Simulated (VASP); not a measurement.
# CaO (a cell with a defect) in VASP: relaxation of the atoms with PBEsol

Aim: the relaxation of the atoms of CaO (a cell with a defect) with PBEsol.

Everything below comes from runs of VASP 6.6.1. Logs are shortened: lines on timing, memory, paths and dates and some standing lists are left out, and cuts for length are marked.

### Step 1. The cell of the first run

The cell holds a defect, 62 atoms: a = 9.535 Å, b = 9.535 Å, c = 9.535 Å, α = 90.00°, β = 90.00°, γ = 90.00°.

### Step 2. Relaxation of the atoms, PBEsol

Input file INCAR:

```
PREC = Accurate
ENCUT = 520
EDIFF = 1E-7
ISMEAR = -1
SIGMA = 0.05
LREAL = Auto
LASPH = True
NELM = 120
ALGO = Normal
ISIF = 2
LWAVE = False
LCHARG = False
GGA = PS
IBRION = 2
NSW = 100
EDIFFG = -0.03
ISYM = -1
GGA_COMPAT = False
NELMIN = 4
KPAR = 1
```

Input file KPOINTS:

```
explicit points
1
Reciprocal
  0.25000000   0.25000000   0.25000000 1
```

Input file POSCAR:

```
CaO
1.0
    9.5352000000      0.0000000000      0.0000000000
    0.0000000000      9.5352000000      0.0000000000
    0.0000000000      0.0000000000      9.5352000000
O Ca
31 31
Direct
    0.2461190000      0.9990560000      0.9965440000
    0.2498280000      0.9987480000      0.4982320000
    0.2498340000      0.4988760000      0.9980930000
    0.7536280000      0.9994780000      0.0009520000
    0.7515080000      0.0010910000      0.4976890000
    0.7499880000      0.4994840000      0.9984490000
    0.7505210000      0.4991610000      0.4957180000
    0.9975920000      0.2482200000      0.0019270000
    0.9987160000      0.2487200000      0.4985700000
    0.9957170000      0.7511410000      0.9993050000
    0.9978690000      0.7483470000      0.5011520000
    0.5035590000      0.2546720000      0.0005520000
    0.5007820000      0.2523570000      0.4992360000
    0.4983450000      0.7514170000      0.0035420000
    0.5007660000      0.7502750000      0.5023380000
    0.0024510000      0.9992540000      0.2495320000
    0.9983380000      0.9994120000      0.7486440000
    0.0036450000      0.4987610000      0.2492570000
    0.9980800000      0.4979560000      0.7475460000
    0.4998040000      0.0000440000      0.2491230000
    0.4979900000      0.0003840000      0.7529160000
    0.4996120000      0.5025680000      0.2498490000
    0.4997730000      0.5009170000      0.7521600000
    0.2492940000      0.2522880000      0.2499210000
    0.2498230000      0.2486630000      0.7522150000
    0.2475190000      0.7475910000      0.2508590000
    0.2493310000      0.7510040000      0.7461320000
    0.7524040000      0.2506890000      0.2538690000
    0.7556550000      0.2477870000      0.7474930000
    0.7500010000      0.7510870000      0.2518540000
    0.7484890000      0.7510120000      0.7484330000
    0.9970320000      0.0003550000      0.9970470000
    0.9964110000      0.0015500000      0.5028770000
    0.9978500000      0.5007990000      0.0005060000
    0.9980350000      0.4995860000      0.5012500000
    0.4995420000      0.0002860000      0.0006760000
    0.5007700000      0.9993570000      0.4989560000
    0.4970630000      0.5022020000      0.0022310000
    0.2478310000      0.2477590000      0.0002600000
    0.2492540000      0.2504430000      0.5016260000
    0.2502080000      0.7527850000      0.0002780000
    0.2484850000      0.7458020000      0.4996880000
    0.7524620000      0.2479180000      0.0007710000
    0.7508150000      0.2455830000      0.4959070000
    0.7517150000      0.7496450000      0.0008230000
    0.7495130000      0.7495970000      0.4971320000
    0.2520010000      0.9954960000      0.2505040000
    0.2513450000      0.0019440000      0.7502490000
    0.2480160000      0.4992100000      0.2489540000
    0.2500330000      0.4994860000      0.7517740000
    0.7507310000      0.0054650000      0.2489440000
    0.7499630000      0.0019830000      0.7455810000
    0.7491590000      0.5021060000      0.2523320000
    0.7467730000      0.4927260000      0.7486670000
    0.0038860000      0.2496410000      0.2482330000
    0.9961120000      0.2524710000      0.7502020000
    0.0005560000      0.7491680000      0.2491110000
    0.0026610000      0.7483970000      0.7506980000
    0.4984460000      0.2485380000      0.2505810000
    0.4998680000      0.2499710000      0.7484840000
    0.5017070000      0.7551360000      0.2484820000
    0.5026550000      0.7532670000      0.7464530000
```

Potentials or basis: VASP PAW PBE potentials, release 64 (O, Ca_sv).

The run is started by

```bash
$ cat potpaw_PBE.64/O/POTCAR potpaw_PBE.64/Ca_sv/POTCAR > POTCAR
$ mpirun -np 4 vasp_std > vasp.out
```

OUTCAR:

```text
PREC = Accurate
   ENCUT = 520
   EDIFF = 1E-7
   ISMEAR = -1
   LREAL = Auto
   LASPH = True
   NELM = 120
   ISIF = 2
   GGA = PS
   IBRION = 2
   NSW = 100
   EDIFFG = -0.03
   ISYM = -1
   NELMIN = 4

 ion  position               nearest neighbor table
   1  0.246  0.999  0.997-  41 2.35  48 2.35  39 2.37  32 2.38  36 2.42  47 2.42
   2  0.250  0.999  0.498-  47 2.36  37 2.39  40 2.40  48 2.40  42 2.41  33 2.42
   3  0.250  0.499  0.998-  50 2.35  38 2.36  49 2.39  39 2.39  34 2.40  41 2.42
   4  0.754  0.999  0.001-  32 2.32  51 2.37  43 2.37  45 2.38  36 2.42  52 2.44
   5  0.752  0.001  0.498-  44 2.33  33 2.34  52 2.36  51 2.37  37 2.39  46 2.40
   6  0.750  0.499  0.998-  34 2.36  54 2.38  45 2.39  43 2.40  38 2.41  53 2.42
   7  0.751  0.499  0.496-  53 2.32  35 2.36  46 2.39  54 2.41  44 2.42
   8  0.998  0.248  0.002-  43 2.34  55 2.35  32 2.36  39 2.39  56 2.40  34 2.41
   9  0.999  0.249  0.499-  33 2.36  44 2.36  55 2.39  40 2.39  35 2.39  56 2.40
  10  0.996  0.751  0.999-  45 2.33  58 2.37  32 2.38  57 2.38  34 2.39  41 2.43
  11  0.998  0.748  0.501-  46 2.37  35 2.37  58 2.38  42 2.39  57 2.40  33 2.41
  12  0.504  0.255  0.001-  38 2.36  43 2.37  59 2.39  60 2.40  36 2.43  39 2.44
  13  0.501  0.252  0.499-  59 2.37  60 2.38  44 2.39  40 2.40  37 2.41
  14  0.498  0.751  0.004-  61 2.34  41 2.37  36 2.37  38 2.38  45 2.42  62 2.45
  15  0.501  0.750  0.502-  62 2.33  46 2.37  37 2.38  42 2.41  61 2.42
  16  0.002  0.999  0.250-  47 2.38  57 2.38  55 2.39  51 2.40  32 2.41  33 2.42
  17  0.998  0.999  0.749-  33 2.34  52 2.37  32 2.37  58 2.39  48 2.41  56 2.41
[... 31 lines left out ...]
  49  0.248  0.499  0.249-  18 2.33  24 2.35  26 2.37   3 2.39  22 2.40
  50  0.250  0.499  0.752-   3 2.35  23 2.38  25 2.39  27 2.40  19 2.40
  51  0.751  0.005  0.249-  28 2.34   4 2.37   5 2.37  20 2.39  16 2.40  30 2.43
  52  0.750  0.002  0.746-  29 2.34   5 2.36  17 2.37  31 2.39  21 2.40   4 2.44
  53  0.749  0.502  0.252-   7 2.32  30 2.37  22 2.38  28 2.40   6 2.42  18 2.43
  54  0.747  0.493  0.749-  29 2.34  23 2.36   6 2.38  19 2.40   7 2.41  31 2.46
  55  0.004  0.250  0.248-  24 2.34   8 2.35  18 2.38   9 2.39  16 2.39  28 2.40
  56  0.996  0.252  0.750-  29 2.29  19 2.34   9 2.40   8 2.40  17 2.41  25 2.42
  57  0.001  0.749  0.249-  26 2.35  10 2.38  16 2.38  18 2.39  30 2.39  11 2.40
  58  0.003  0.748  0.751-  27 2.35  10 2.37  11 2.38  19 2.39  17 2.39  31 2.42
  59  0.498  0.249  0.251-  20 2.37  13 2.37  24 2.38  12 2.39  28 2.42  22 2.42
  60  0.500  0.250  0.748-  13 2.38  21 2.38  25 2.38  23 2.39  12 2.40  29 2.44
  61  0.502  0.755  0.248-  20 2.34  14 2.34  30 2.37  22 2.41  15 2.42  26 2.42
  62  0.503  0.753  0.746-  15 2.33  31 2.34  21 2.36  23 2.41  27 2.42  14 2.45

IMPORTANT INFORMATION: All symmetrisations will be switched off!
NOSYMM: (Re-)initialisation of all symmetry stuff for point group C_1.

----------------------------------------------------------------------------------------

                                     Primitive cell

  volume of cell :     866.9408

  direct lattice vectors                    reciprocal lattice vectors
     9.535200000  0.000000000  0.000000000     0.104874570  0.000000000  0.000000000
     0.000000000  9.535200000  0.000000000     0.000000000  0.104874570  0.000000000
     0.000000000  0.000000000  9.535200000     0.000000000  0.000000000  0.104874570

  length of vectors
     9.535200000  9.535200000  9.535200000     0.104874570  0.104874570  0.104874570

  position of ions in fractional coordinates (direct lattice)
     0.246119000  0.999056000  0.996544000
     0.249828000  0.998748000  0.498232000
     0.249834000  0.498876000  0.998093000
     0.753628000  0.999478000  0.000952000
     0.751508000  0.001091000  0.497689000
     0.749988000  0.499484000  0.998449000
[... 54 lines left out ...]
     0.501707000  0.755136000  0.248482000
     0.502655000  0.753267000  0.746453000

  ion indices of the primitive-cell ions
   primitive index   ion index
                 1           1
                 2           2
                 3           3
                 4           4
                 5           5
                 6           6
[... 54 lines left out ...]
                61          61
                62          62

----------------------------------------------------------------------------------------

 KPOINTS: explicit points

Read explicit list of k-points.

 Found      1 k-points:

 Following reciprocal coordinates:
            Coordinates               Weight
  0.250000  0.250000  0.250000      1.000000
   k-points           NKPTS =      1   k-points in BZ     NKDIM =      1   number of bands    NBANDS=    300
   number of dos      NEDOS =    301   number of ions     NIONS =     62
   total plane-waves  NPLWV = 373248
   dimension x,y,z NGX =    72 NGY =   72 NGZ =   72
   dimension x,y,z NGXF=   144 NGYF=  144 NGZF=  144
   ions per type =              31  31
   NGX,Y,Z   is equivalent  to a cutoff of  12.55, 12.55, 12.55 a.u.
   NGXF,Y,Z  is equivalent  to a cutoff of  25.11, 25.11, 25.11 a.u.
 SYSTEM =  unknown system
   PREC   = accura    normal or accurate (medium, high low for compatibility)
   ISTART =      0    job   : 0-new  1-cont  2-samecut
   ICHARG =      2    charge: 1-file 2-atom 10-const
   ISPIN  =      1    spin polarized calculation?
   LNONCOLLINEAR =      F non collinear calculations
   LSORBIT =      F    spin-orbit coupling
   LASPH  =      T    aspherical Exc in radial PAW
   ENCUT  =  520.0 eV  38.22 Ry    6.18 a.u.  17.73 17.73 17.73*2*pi/ulx,y,z
   NELM   =    120;   NELMIN=  4; NELMDL= -5     # of ELM steps
   EDIFF  = 0.1E-06   stopping-criterion for ELM
   LREAL  =      T    real-space projection
   EDIFFG = -.3E-01   stopping-criterion for IOM
   NSW    =    100    number of steps for IOM
   IBRION =      2    ionic relax: 0-MD 1-quasi-New 2-CG
   NFREE  =      1    steps in history (QN), initial steepest desc. (CG)
   ISIF   =      2    stress and relaxation
   ISYM   =     -1    0-nonsym 1-usesym 2-fastsym
   POTIM  = 0.5000    time-step for ionic-motion
   TEBEG  =    0.0;   TEEND  =   0.0 temperature during run
   PSTRESS=    0.0 pullay stress
   NELECT =     496.0000    total number of electrons
   NUPDOWN=      -1.0000    fix difference up-down
   EMIN   =  10.00;   EMAX   =-10.00  energy-range for DOS
   EFERMI =   0.00;   METHOD = LEGACY
   ISMEAR =    -1;   SIGMA  =   0.05  broadening in eV -4-tet -1-fermi 0-gaus
   EFERMI_NEDOS =   21; number of points for ismear=-14 and -15
   IALGO  =     38    algorithm
   IMIX   =      4    mixing-type and parameters
     AMIX     =   0.40;   BMIX     =  1.00
     AMIX_MAG =   1.60;   BMIX_MAG =  1.00
  volume/ion in A,a.u.               =      13.98        94.36
  Fermi-wavevector in a.u.,A,eV,Ry     =   1.359061  2.568253 25.130593  1.847047
  Thomas-Fermi vector in A             =   2.485841
   LORBIT       =      0    0 simple, 1 ext, 2 COOP (PROOUT), +10 PAW based schemes
   GGA     = PS    functional components
   LHFCALC =     F    Hartree Fock is set to
   AEXX    =    0.0000 exact exchange contribution
   IVDW    =     0    specifies the selected vdW correction
   LEPSILON=     F    determine dielectric tensor
   LRPA    =     F    only Hartree local field effects (RPA)
 conjugate gradient relaxation of ions
 non-spin polarized calculation
  energy-cutoff  :      520.00
  volume of cell :      866.94
 maximum number of plane-waves:     23336
 NGX is ok and might be reduce to    70
   NGX = 35   NGY = 35   NGZ = 35

--------------------------------------- Ionic step        1  -------------------------------------------

 number of electron     495.9999945 magnetization

 Free energy of the ion-electron system (eV)
  ---------------------------------------------------
  ext. energy  EPLUGINS =         0.00000000
  ---------------------------------------------------
  free energy    TOTEN  =      -409.61420068 eV

  energy without entropy =     -409.61204656  energy(sigma->0) =     -409.61312362

------------------------ aborting loop because EDIFF is reached ----------------------------------------

  FORCE on cell =-STRESS in cart. coord.  units (eV):
  Direction    XX          YY          ZZ          XY          YZ          ZX
  --------------------------------------------------------------------------------------
  -------------------------------------------------------------------------------------
  Total       -4.8150960      1.7625105      2.1955724     -0.4568905     -0.3676294     -0.4740294
  in kB       -8.8986906      3.2572633      4.0575971     -0.8443710     -0.6794091     -0.8760450
  external PRESSURE =      -0.5279434 kB  Pullay stress =       0.0000000 kB
[... 269 lines left out ...]
  FREE ENERGIE OF THE ION-ELECTRON SYSTEM (eV)
  ---------------------------------------------------
  free  energy   TOTEN  =      -411.7223797372 eV

  energy  without entropy=     -411.7223797364  energy(sigma->0) =     -411.72237974

[... ionic steps 4 to 9 ...]

--------------------------------------- Ionic step       10  -------------------------------------------

 number of electron     495.9999876 magnetization

------------------------ aborting loop because EDIFF is reached ----------------------------------------
[... 187 lines left out ...]
--------------------------------------- Ionic step       12  -------------------------------------------

 number of electron     495.9999875 magnetization

 Free energy of the ion-electron system (eV)
  ---------------------------------------------------
  ext. energy  EPLUGINS =         0.00000000
  ---------------------------------------------------
  free energy    TOTEN  =      -412.07147672 eV

  energy without entropy =     -412.07147672  energy(sigma->0) =     -412.07147672

 E-fermi :   3.4727     XC(G=0): -10.6337

 val. band max:        2.2807648113   @ k =   0.2500   0.2500   0.2500
 cond. band min:       4.6772217144   @ k =   0.2500   0.2500   0.2500
 fundamental gap:      2.3964569032
 Fermi energy:         3.4727164922

 k-point     1 :       0.2500    0.2500    0.2500
  band No.  band energies     occupation
      1     -35.4075      2.00000
      2     -35.3959      2.00000
      3     -35.3929      2.00000
      4     -35.3822      2.00000
      5     -35.2783      2.00000
      6     -35.2530      2.00000
[... 252 lines left out ...]
    259       7.5773      0.00000
    260       7.6343      0.00000
 [bands above 260 left out]

------------------------ aborting loop because EDIFF is reached ----------------------------------------

  FORCE on cell =-STRESS in cart. coord.  units (eV):
  Direction    XX          YY          ZZ          XY          YZ          ZX
  --------------------------------------------------------------------------------------
  -------------------------------------------------------------------------------------
  Total        2.4646396      5.9895909      5.9713511     -0.2516494     -0.2705361     -0.2614569
  in kB        4.5548554     11.0692533     11.0355446     -0.4650686     -0.4999729     -0.4831937
  external PRESSURE =       8.8865511 kB  Pullay stress =       0.0000000 kB
[... 77 lines left out ...]
  FREE ENERGIE OF THE ION-ELECTRON SYSTEM (eV)
  ---------------------------------------------------
  free  energy   TOTEN  =      -412.0714767200 eV

  energy  without entropy=     -412.0714767198  energy(sigma->0) =     -412.07147672

 reached required accuracy - stopping structural energy minimisation
```

It took 21 min on 4 MPI ranks of Intel Xeon Platinum 8488C (Sapphire Rapids), shared host; peak memory 0.38 GiB.

Results:

* Free energy: -412.0715 eV
* Energy gained by relaxing: 39.6 meV/atom
* Ionic steps: 12
* Pressure after relaxing: 0.9 GPa
* Largest force after relaxing: 0.023 eV/Å
* Band gap on the k mesh: 2.40 eV

Forces in eV/Å, atoms in the order of the input:
```
O    0.000  0.000  0.002
O    0.002  0.002 -0.001
O    0.003 -0.002 -0.003
O   -0.008 -0.003  0.002
O   -0.003  0.001  0.001
O    0.002 -0.002 -0.001
O    0.022  0.001  0.002
O   -0.002  0.004  0.000
O   -0.002  0.005  0.001
O    0.001  0.000  0.002
O    0.001  0.005  0.001
O   -0.004 -0.005 -0.003
O   -0.004 -0.012 -0.003
O   -0.001 -0.004  0.001
O    0.003  0.006 -0.003
O   -0.002  0.002  0.008
O   -0.002  0.006 -0.003
O   -0.001  0.004  0.002
O    0.003  0.004  0.000
O   -0.009 -0.004  0.000
O   -0.001 -0.002 -0.004
O    0.005 -0.006 -0.007
O    0.011 -0.002  0.006
O   -0.001 -0.004 -0.001
O   -0.003  0.006 -0.001
O   -0.004 -0.003  0.000
O    0.003  0.001  0.000
O   -0.001  0.001 -0.002
O   -0.003 -0.001 -0.001
O    0.003  0.001  0.001
O    0.006 -0.002  0.002
Ca  -0.007  0.001  0.002
Ca  -0.001  0.004  0.000
Ca  -0.004  0.002  0.003
Ca  -0.018  0.004 -0.003
Ca   0.001 -0.001  0.000
Ca  -0.006  0.000 -0.002
Ca   0.001 -0.004 -0.004
Ca   0.001 -0.005 -0.002
Ca   0.004  0.001 -0.002
Ca   0.000  0.003 -0.001
Ca   0.005  0.009  0.001
Ca   0.001 -0.001  0.003
Ca  -0.004 -0.003  0.000
Ca   0.002 -0.001  0.001
Ca   0.003  0.007  0.003
Ca  -0.006  0.000 -0.001
Ca  -0.002  0.001 -0.005
Ca   0.004  0.002 -0.009
Ca   0.007  0.002  0.006
Ca   0.002 -0.006  0.004
Ca   0.002  0.000  0.002
Ca  -0.004 -0.004 -0.007
Ca   0.004  0.003  0.003
Ca   0.003  0.004  0.006
Ca   0.006  0.005 -0.001
Ca   0.001  0.000  0.006
Ca   0.001  0.001 -0.004
Ca  -0.008 -0.001  0.001
Ca   0.002 -0.001 -0.004
Ca   0.000 -0.009  0.006
Ca  -0.002 -0.009 -0.004
```

The path:
```tsv
step	energy change (eV)	largest force (eV/Å)	pressure (GPa)
1	0.0000	2.7175	-0.05
2	-1.9712	0.9339	0.33
3	-2.1082	1.1160	0.59
4	-2.3482	0.3473	0.68
5	-2.4157	0.4095	0.83
6	-2.4472	0.1389	0.90
7	-2.4500	0.1147	0.93
8	-2.4546	0.0470	0.91
9	-2.4549	0.0543	0.90
10	-2.4564	0.0343	0.90
11	-2.4568	0.0676	0.90
12	-2.4573	0.0226	0.89
```

Final structure:
```cif
data_structure
_symmetry_space_group_name_H-M 'P 1'
_symmetry_Int_Tables_number 1
_cell_length_a 9.5352
_cell_length_b 9.5352
_cell_length_c 9.5352
_cell_angle_alpha 90.000
_cell_angle_beta 90.000
_cell_angle_gamma 90.000
_cell_volume 866.94
loop_
_atom_site_label
_atom_site_type_symbol
_atom_site_fract_x
_atom_site_fract_y
_atom_site_fract_z
_atom_site_occupancy
O1 O 0.24879 0.00003 0.99971 1
O2 O 0.24758 0.99983 0.49969 1
O3 O 0.24745 0.50006 0.99979 1
O4 O 0.75111 0.00010 0.99956 1
O5 O 0.75260 0.99995 0.49961 1
O6 O 0.75241 0.50009 0.99964 1
O7 O 0.76601 0.49990 0.49960 1
O8 O 0.00104 0.25035 0.99968 1
O9 O 0.00783 0.25334 0.49970 1
O10 O 0.00089 0.74946 0.99963 1
O11 O 0.00778 0.74608 0.49963 1
O12 O 0.49867 0.24869 0.99983 1
O13 O 0.49536 0.23568 0.49985 1
O14 O 0.49856 0.75178 0.99975 1
O15 O 0.49516 0.76456 0.49978 1
O16 O 0.00108 0.99990 0.24998 1
O17 O 0.00099 0.99973 0.74921 1
O18 O 0.00775 0.49988 0.25326 1
O19 O 0.00761 0.49977 0.74607 1
O20 O 0.49883 0.00023 0.24821 1
O21 O 0.49859 0.00012 0.75137 1
O22 O 0.49517 0.50027 0.23532 1
O23 O 0.49494 0.50011 0.76424 1
O24 O 0.24977 0.25388 0.25362 1
O25 O 0.24965 0.25357 0.74607 1
O26 O 0.24970 0.74636 0.25344 1
O27 O 0.24950 0.74611 0.74597 1
O28 O 0.74981 0.25136 0.25102 1
O29 O 0.74971 0.25130 0.74839 1
O30 O 0.74965 0.74871 0.25092 1
O31 O 0.74947 0.74868 0.74828 1
Ca1 Ca 0.99796 0.99991 0.99961 1
Ca2 Ca 0.99531 0.99970 0.49961 1
Ca3 Ca 0.99522 0.49989 0.99960 1
Ca4 Ca 0.98821 0.49976 0.49971 1
Ca5 Ca 0.50199 0.00020 0.99973 1
Ca6 Ca 0.50550 0.00007 0.49977 1
Ca7 Ca 0.50529 0.50022 0.99981 1
Ca8 Ca 0.25161 0.24734 0.99983 1
Ca9 Ca 0.25562 0.23266 0.49983 1
Ca10 Ca 0.25152 0.75273 0.99973 1
Ca11 Ca 0.25555 0.76701 0.49967 1
Ca12 Ca 0.74800 0.25057 0.99963 1
Ca13 Ca 0.74019 0.25594 0.49970 1
Ca14 Ca 0.74795 0.74954 0.99959 1
Ca15 Ca 0.73984 0.74377 0.49958 1
Ca16 Ca 0.25175 0.00005 0.24696 1
Ca17 Ca 0.25158 0.99988 0.75257 1
Ca18 Ca 0.25558 0.50006 0.23271 1
Ca19 Ca 0.25538 0.49988 0.76691 1
Ca20 Ca 0.74808 0.00011 0.25006 1
Ca21 Ca 0.74798 0.99992 0.74913 1
Ca22 Ca 0.74012 0.50008 0.25573 1
Ca23 Ca 0.73974 0.49992 0.74353 1
Ca24 Ca 0.99919 0.25128 0.25102 1
Ca25 Ca 0.99905 0.25115 0.74827 1
Ca26 Ca 0.99912 0.74849 0.25098 1
Ca27 Ca 0.99902 0.74840 0.74824 1
Ca28 Ca 0.49968 0.25603 0.25563 1
Ca29 Ca 0.49943 0.25581 0.74409 1
Ca30 Ca 0.49951 0.74454 0.25535 1
Ca31 Ca 0.49938 0.74438 0.74400 1
```

Levels at points of the mesh, in eV from the valence-band top:
| k point | band 245 | band 246 | band 247 | band 248 | band 249 | band 250 | band 251 | band 252 |
| --- | --- | --- | --- | --- | --- | --- | --- | --- |
| (0.25, 0.25, 0.25) | -0.41 | -0.34 | -0.28 | 0.00 | 2.40 | 3.90 | 3.99 | 3.99 |

Caveat: the PAW data sets were made with another functional, which shifts forces and pressure a little.
